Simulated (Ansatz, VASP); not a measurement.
## Two plane-wave programs on KMgF3

```
K Mg F
1.0
     3.97142    0.00000    0.00000
     0.00000    3.97142    0.00000
     0.00000    0.00000    3.97142
K Mg F
1 1 3
Cartesian
  1.9857 1.9857 1.9857
  0.0000 0.0000 0.0000
  1.9857 0.0000 0.0000
  0.0000 1.9857 0.0000
  0.0000 0.0000 1.9857
```

Alike in both runs: task single point; functional PBE; k mesh 6 × 6 × 6; no spin polarisation.

```csv
,VASP,Ansatz
version,VASP 6.6.1,Ansatz 0.2.0
potentials or method,"VASP PAW PBE potentials, release 64 (K_sv, Mg, F)","plane waves, PAW"
plane-wave cutoff (eV),520,420
occupations,"gaussian, width 0.01 eV",fixed
valence electrons in the cell,32,40
```

|  | VASP | Ansatz | Ansatz less VASP |
| --- | --- | --- | --- |
| gap on the k mesh at the Fermi level (eV) | 7.39 | 7.42 | +0.030 |
| pressure (GPa) | 4.3 | 4.7 | +0.41 |

VASP's potentials hold 32 valence electrons a cell and Ansatz's 40, so a difference there can come from the potentials and not from the codes.
